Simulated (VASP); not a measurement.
# Be2CdO3 (P-3m1) in VASP: relaxation of cell and atoms with PBE

Aim: the relaxation of cell and atoms of Be2CdO3 with PBE.

Everything below comes from runs of VASP 6.6.1. Logs are shortened: lines on timing, memory, paths and dates and some standing lists are left out, and cuts for length are marked.

## (1) The cell of the first run

It takes space group P-3m1 (No. 164, trigonal). Conventional cell: a = 2.978 Å, b = 2.978 Å, c = 7.603 Å, α = 90.00°, β = 90.00°, γ = 120.00°. Be (site symmetry 3m) has 6 O at 2.13 to 2.15 Å within 2.8 Å. Within 2.8 Å of Cd (site symmetry -3m) lie 6 O at 2.13 Å. O (site symmetry 3m) has 3 Cd at 2.13 Å and 3 Be at 2.15 Å within 2.8 Å. O (site symmetry -3m) has 6 Be at 2.13 Å within 2.8 Å.

The cell was generated, and may not be a known phase.

## (2) Relaxation of cell and atoms, PBE

INCAR reads:

```
  PREC = Accurate
  ENCUT = 700
  EDIFF = 1E-7
  ISMEAR = 0
  SIGMA = 0.15
  LREAL = F
  LASPH = T
  NELM = 120
  ALGO = Normal
  ISIF = 3
  LWAVE = F
  LCHARG = F
  GGA = PE
  IBRION = 2
  NSW = 36
  EDIFFG = -0.08
  GGA_COMPAT = F
  NELMIN = 4
```

KPOINTS reads:

```
Automatic mesh
0
Gamma
  5 5 2
```

POSCAR reads:

```
Be2CdO3
1.0
    2.9783571200      0.0000000000      0.0000000000
   -1.4891785600      2.5793329300      0.0000000000
    0.0000000000      0.0000000000      7.6027770600
Be Cd O
2 1 3
Direct
    0.3333333300      0.6666666700      0.1647000000
    0.6666666700      0.3333333300      0.8353000000
    0.0000000000      0.0000000000      0.5000000000
    0.3333333300      0.6666666700      0.6650000200
    0.6666666700      0.3333333300      0.3349999800
    0.0000000000      0.0000000000      0.0000000000
```

Potentials or basis: VASP PAW PBE potentials, release 64 (Be, Cd_sv_GW, O).

The run is started by

```
> cat potpaw_PBE.64/Be/POTCAR potpaw_PBE.64/Cd_sv_GW/POTCAR potpaw_PBE.64/O/POTCAR > POTCAR
> mpirun -np 1 vasp_std > vasp.out
```

OUTCAR:

```text
PREC = Accurate
   ENCUT = 700
   EDIFF = 1E-7
   ISMEAR = 0
   LREAL = F
   LASPH = T
   NELM = 120
   ISIF = 3
   GGA = PE
   IBRION = 2
   NSW = 36
   EDIFFG = -0.08
   NELMIN = 4

 ion  position               nearest neighbor table
   1  0.333  0.667  0.165-   6 2.13   6 2.13   6 2.13   5 2.15   5 2.15   5 2.15
   2  0.667  0.333  0.835-   6 2.13   6 2.13   6 2.13   4 2.15   4 2.15   4 2.15
   3  0.000  0.000  0.500-   4 2.13   5 2.13   5 2.13   4 2.13   5 2.13   4 2.13
   4  0.333  0.667  0.665-   3 2.13   3 2.13   3 2.13   2 2.15   2 2.15   2 2.15
   5  0.667  0.333  0.335-   3 2.13   3 2.13   3 2.13   1 2.15   1 2.15   1 2.15
   6  0.000  0.000  0.000-   1 2.13   2 2.13   2 2.13   1 2.13   2 2.13   1 2.13

  LATTYP: Found a hexagonal cell.
 ALAT       =     2.9783571200
 C/A-ratio  =     2.5526747645

  Lattice vectors:

 A1 = (   2.9783571200,   0.0000000000,   0.0000000000)
 A2 = (  -1.4891785600,   2.5793329300,   0.0000000000)
 A3 = (   0.0000000000,   0.0000000000,   7.6027770600)

Analysis of symmetry for initial positions (statically):
=====================================================================
 Subroutine PRICEL returns:
 Original cell was already a primitive cell.

 Routine SETGRP: Setting up the symmetry group for a
 hexagonal supercell.

 Subroutine GETGRP returns: Found 12 space group operations
 (whereof 12 operations were pure point group operations)
 out of a pool of 24 trial point group operations.

The static configuration has the point symmetry D_3d.

Analysis of symmetry for dynamics (positions and initial velocities):
=====================================================================
 Subroutine PRICEL returns:
 Original cell was already a primitive cell.

 Routine SETGRP: Setting up the symmetry group for a
 hexagonal supercell.

 Subroutine GETGRP returns: Found 12 space group operations
 (whereof 12 operations were pure point group operations)
 out of a pool of 24 trial point group operations.

The dynamic configuration has the point symmetry D_3d.

 Subroutine INISYM returns: Found 12 space group operations
 (whereof 12 operations are pure point group operations),
 and found     1 'primitive' translations

----------------------------------------------------------------------------------------

                                     Primitive cell
[... 71 lines left out ...]
   ions per type =               2   1   3
   NGX,Y,Z   is equivalent  to a cutoff of  15.63, 15.63, 15.31 a.u.
   NGXF,Y,Z  is equivalent  to a cutoff of  31.26, 31.26, 30.61 a.u.
 SYSTEM =  unknown system
   PREC   = accura    normal or accurate (medium, high low for compatibility)
   ISTART =      0    job   : 0-new  1-cont  2-samecut
   ICHARG =      2    charge: 1-file 2-atom 10-const
   ISPIN  =      1    spin polarized calculation?
   LNONCOLLINEAR =      F non collinear calculations
   LSORBIT =      F    spin-orbit coupling
   LASPH  =      T    aspherical Exc in radial PAW
   ENCUT  =  700.0 eV  51.45 Ry    7.17 a.u.   6.43  6.43 16.40*2*pi/ulx,y,z
   NELM   =    120;   NELMIN=  4; NELMDL= -5     # of ELM steps
   EDIFF  = 0.1E-06   stopping-criterion for ELM
   LREAL  =      F    real-space projection
   EDIFFG = -.8E-01   stopping-criterion for IOM
   NSW    =     36    number of steps for IOM
   IBRION =      2    ionic relax: 0-MD 1-quasi-New 2-CG
   NFREE  =      1    steps in history (QN), initial steepest desc. (CG)
   ISIF   =      3    stress and relaxation
   ISYM   =      2    0-nonsym 1-usesym 2-fastsym
   POTIM  = 0.5000    time-step for ionic-motion
   TEBEG  =    0.0;   TEEND  =   0.0 temperature during run
   PSTRESS=    0.0 pullay stress
   NELECT =      42.0000    total number of electrons
   NUPDOWN=      -1.0000    fix difference up-down
   EMIN   =  10.00;   EMAX   =-10.00  energy-range for DOS
   EFERMI =   0.00;   METHOD = LEGACY
   ISMEAR =     0;   SIGMA  =   0.15  broadening in eV -4-tet -1-fermi 0-gaus
   EFERMI_NEDOS =   21; number of points for ismear=-14 and -15
   IALGO  =     38    algorithm
   IMIX   =      4    mixing-type and parameters
     AMIX     =   0.40;   BMIX     =  1.00
     AMIX_MAG =   1.60;   BMIX_MAG =  1.00
  volume/ion in A,a.u.               =       9.73        65.69
  Fermi-wavevector in a.u.,A,eV,Ry     =   1.466693  2.771647 29.268681  2.151187
  Thomas-Fermi vector in A             =   2.582400
   LORBIT       =      0    0 simple, 1 ext, 2 COOP (PROOUT), +10 PAW based schemes
   GGA     = PE    functional components
   LHFCALC =     F    Hartree Fock is set to
   AEXX    =    0.0000 exact exchange contribution
   IVDW    =     0    specifies the selected vdW correction
   LEPSILON=     F    determine dielectric tensor
   LRPA    =     F    only Hartree local field effects (RPA)
 conjugate gradient relaxation of ions
 non-spin polarized calculation
 Gauss-broadening in eV      SIGMA  =   0.15
  energy-cutoff  :      700.00
  volume of cell :       58.41
 maximum number of plane-waves:      2477
 NGX is ok and might be reduce to    28
   NGX = 13   NGY = 13   NGZ = 33

--------------------------------------- Ionic step        1  -------------------------------------------

 number of electron      42.0000007 magnetization

 Free energy of the ion-electron system (eV)
  ---------------------------------------------------
  ext. energy  EPLUGINS =         0.00000000
  ---------------------------------------------------
  free energy    TOTEN  =       -29.76934409 eV

  energy without entropy =      -29.76934409  energy(sigma->0) =      -29.76934409

------------------------ aborting loop because EDIFF is reached ----------------------------------------

  FORCE on cell =-STRESS in cart. coord.  units (eV):
  Direction    XX          YY          ZZ          XY          YZ          ZX
  --------------------------------------------------------------------------------------
  -------------------------------------------------------------------------------------
  Total        0.7366109      0.7366109     -3.3037579      0.0000000      0.0000000     -0.0000000
  in kB       20.2065569     20.2065569    -90.6279931      0.0000000      0.0000000     -0.0000000
  external PRESSURE =     -16.7382931 kB  Pullay stress =       0.0000000 kB
[... 267 lines left out ...]
--------------------------------------- Ionic step        8  -------------------------------------------

 number of electron      41.9999994 magnetization

 Free energy of the ion-electron system (eV)
  ---------------------------------------------------
  ext. energy  EPLUGINS =         0.00000000
  ---------------------------------------------------
  free energy    TOTEN  =       -32.68926500 eV

  energy without entropy =      -32.68926500  energy(sigma->0) =      -32.68926500

 E-fermi :   6.4566     XC(G=0): -12.1194

 val. band max:        5.7697642407   @ k =   0.2000   0.2000   0.0000
 cond. band min:       7.3665289555   @ k =   0.0000   0.0000   0.0000
 fundamental gap:      1.5967647148
 Fermi energy:         6.4565855576

 k-point     1 :       0.0000    0.0000    0.0000
  band No.  band energies     occupation
      1     -95.8735      2.00000
      2     -56.9820      2.00000
      3     -56.9820      2.00000
      4     -56.8065      2.00000
      5     -13.0961      2.00000
      6     -12.1880      2.00000
[... 302 lines left out ...]
  FREE ENERGIE OF THE ION-ELECTRON SYSTEM (eV)
  ---------------------------------------------------
  free  energy   TOTEN  =       -32.6892650032 eV

  energy  without entropy=      -32.6892650032  energy(sigma->0) =      -32.68926500

 reached required accuracy - stopping structural energy minimisation
```

OSZICAR:

```text
N       E                     dE             d eps       ncg     rms          rms(c)
DAV:   1     0.700248985330E+03    0.70025E+03   -0.28704E+04   572   0.245E+03
DAV:   2     0.638675014127E+02   -0.63638E+03   -0.61680E+03   527   0.761E+02
DAV:   3    -0.290423925750E+02   -0.92910E+02   -0.89564E+02   753   0.288E+02
[... 98 lines left out ...]
DAV:   6    -0.326892661427E+02    0.26332E-05   -0.39624E-05   775   0.119E-01    0.104E-02
DAV:   7    -0.326892653647E+02    0.77803E-06   -0.19733E-06   703   0.223E-02    0.457E-03
DAV:   8    -0.326892653060E+02    0.58630E-07   -0.10666E-06   650   0.180E-02    0.223E-03
DAV:   9    -0.326892650210E+02    0.28505E-06   -0.98637E-08   338   0.347E-03    0.600E-04
DAV:  10    -0.326892650032E+02    0.17752E-07   -0.50783E-08   330   0.272E-03
   8 F= -.32689265E+02 E0= -.32689265E+02  d E =-.435820E-02
```

CONTCAR:

```text
Be2CdO3
   1.00000000000000
     2.8077943457531789    0.0000000000000000   -0.0000000000000000
    -1.4038971728765894    2.4316212341237522   -0.0000000000000000
    -0.0000000000000000    0.0000000000000000    7.3776631071225909
  Be              Cd              O
     2     1     3
Direct
     0.3333333300000021    0.6666666699999979    0.1426695538120073
     0.6666666699999979    0.3333333300000021    0.8573304461879927
     0.0000000000000000    0.0000000000000000    0.5000000000000000
     0.3333333300000021    0.6666666699999979    0.7272315359482482
     0.6666666699999979    0.3333333300000021    0.2727684640517519
     0.0000000000000000    0.0000000000000000    0.0000000000000000

  0.00000000E+00  0.00000000E+00  0.00000000E+00
  0.00000000E+00  0.00000000E+00  0.00000000E+00
  0.00000000E+00  0.00000000E+00  0.00000000E+00
  0.00000000E+00  0.00000000E+00  0.00000000E+00
  0.00000000E+00  0.00000000E+00  0.00000000E+00
  0.00000000E+00  0.00000000E+00  0.00000000E+00
```

It took 3.4 min on 1 thread of AMD EPYC 7R13 (Zen 3), shared host; peak memory 0.21 GiB.

Results:

* Free energy: -32.6893 eV
* Relaxed volume: 8.40 Å³/atom
* Relaxed cell: a = 2.808 Å, b = 2.808 Å, c = 7.378 Å, α = 90.00°, β = 90.00°, γ = 120.00°
* Space group after relaxing (to 0.1 Å): P-3m1 (No. 164)
* Energy gained by relaxing: 486.7 meV/atom
* Ionic steps: 8
* Pressure after relaxing: -0.5 GPa
* Largest force after relaxing: 0.036 eV/Å
* Band gap on the k mesh: 1.60 eV (least direct gap 2.13 eV)

Forces in eV/Å, atoms in the order of the input:
```
Be   0.000  0.000  0.030
Be   0.000  0.000 -0.030
Cd   0.000  0.000  0.000
O    0.000  0.000 -0.036
O    0.000  0.000  0.036
O    0.000  0.000  0.000
```

Stress tensor (GPa, compression positive):
```
-0.52  0.00  0.00
 0.00 -0.52  0.00
 0.00  0.00 -0.39
```

Step by step:
| step | energy change (eV) | largest force (eV/Å) | pressure (GPa) | volume (Å³) |
| --- | --- | --- | --- | --- |
| 1 | 0.0000 | 5.6421 | -1.67 | 58.41 |
| 2 | -1.9625 | 1.4812 | -14.08 | 57.53 |
| 3 | -2.1428 | 1.6914 | -15.80 | 57.11 |
| 4 | -2.7287 | 1.0568 | 7.51 | 48.71 |
| 5 | -2.7456 | 1.1721 | 3.30 | 49.77 |
| 6 | -2.9124 | 0.3779 | 0.54 | 50.09 |
| 7 | -2.9156 | 0.1945 | 0.79 | 50.06 |
| 8 | -2.9199 | 0.0359 | -0.48 | 50.37 |

Final structure:
```cif
data_structure
_symmetry_space_group_name_H-M 'P 1'
_symmetry_Int_Tables_number 1
_cell_length_a 2.8078
_cell_length_b 2.8078
_cell_length_c 7.3777
_cell_angle_alpha 90.000
_cell_angle_beta 90.000
_cell_angle_gamma 120.000
_cell_volume 50.37
loop_
_atom_site_label
_atom_site_type_symbol
_atom_site_fract_x
_atom_site_fract_y
_atom_site_fract_z
_atom_site_occupancy
Be1 Be 0.33333 0.66667 0.14267 1
Be2 Be 0.66667 0.33333 0.85733 1
Cd1 Cd 0.00000 0.00000 0.50000 1
O1 O 0.33333 0.66667 0.72723 1
O2 O 0.66667 0.33333 0.27277 1
O3 O 0.00000 0.00000 0.00000 1
```

Caveat: the k points lie up to 0.52 Å⁻¹ apart in the final cell; the relaxation stopped at a loose force limit of 0.08 eV/Å, so its end isn't a converged minimum.
